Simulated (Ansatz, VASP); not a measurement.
**In in VASP and in Ansatz**

```
CELL_PARAMETERS angstrom
2.98607 -1.88008 0.28813
2.98607 1.88008 0.28813
-1.77223 0.00000 4.79713
ATOMIC_POSITIONS crystal
In 0.25043 0.25043 0.24999
In 0.74957 0.74957 0.75001
```

Alike in both runs: functional PBE; k mesh 6 × 6 × 4; occupations gaussian, width 0.1 eV; no spin polarisation.

Ansatz relaxed the structure, and its values are those at the end. VASP's run is a single point on that final structure, the one shown.

|  | VASP | Ansatz |
| --- | --- | --- |
| version | VASP 6.6.1 | Ansatz 0.2.0 |
| potentials or method | VASP PAW PBE potentials, release 64 (In_d), cutoff 520 eV | scalar-relativistic, plane waves, PAW |
| valence electrons in the cell | 26 | 26 |

|  | VASP | Ansatz | Ansatz less VASP |
| --- | --- | --- | --- |
| gap on the k mesh at the Fermi level (eV) | none | none | - |
| pressure (GPa) | 0.0 | 0.1 | +0.07 |

A gap of «none» marks a metal or a gap that the smearing closes. The functional is the same, so the differences come from potentials, cutoffs and numerics.
